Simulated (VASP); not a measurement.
Wanted: the native input for a VASP 6.6.1 run.

- Task: single point
- Functional: LDA
- Potentials or basis: VASP PAW LDA potentials, release 64 (In_d)
- Cutoff: 520 eV
- k mesh: 14 × 14 × 14
- Occupations: fermi-dirac, width 0.05 eV
- Spin: no spin polarisation
- Dipole correction: no
- Further INCAR settings: ALGO = Normal; EDIFF = 1e-07; NBANDS = 12

The structure of In lies in POSCAR:

```
In
1.0
   -1.6056495000      1.6303890000      2.4739500000
    1.6303890000     -1.6056495000      2.4739500000
    1.6219110000      1.6219110000     -2.4576885000
In
1
Direct
    0.0000000000      0.0000000000      0.0000000000
```

This cell differs from its parent crystal: equal xy, yz and zx shear strains of +1 %.

These files were run (other wordings do the same):

INCAR

```
SYSTEM = In
  PREC = Accurate
  ENCUT = 520
  EDIFF = 1E-7
  ISMEAR = -1
  SIGMA = 0.05
  LREAL = .FALSE.
  LASPH = .TRUE.
  NELM = 60
  ALGO = Normal
  ISIF = 2
  LWAVE = .FALSE.
  LCHARG = .FALSE.
  NBANDS = 12
```

KPOINTS

```
Automatic mesh
0
G
  14 14 14
  0 0 0
```

Potentials or basis: VASP PAW LDA potentials, release 64 (In_d).

Command:

```console
$ cat potpaw_LDA.64/In_d/POTCAR > POTCAR
$ mpirun -np 1 vasp_std > vasp.out
```

It gave:

```
Pressure               : -2.7 GPa
Band gap on the k mesh : zero (an odd number of electrons rules out a gap without spin polarisation)
```

Caveat: the cell differs from its parent crystal (equal xy, yz and zx shear strains of +1 %); spin-orbit coupling is left out, which moves the levels of the heavy elements.

Run time: 4.1 min on 1 thread of Intel Xeon 8259CL, with other jobs on the host, peak memory 0.33 GiB.
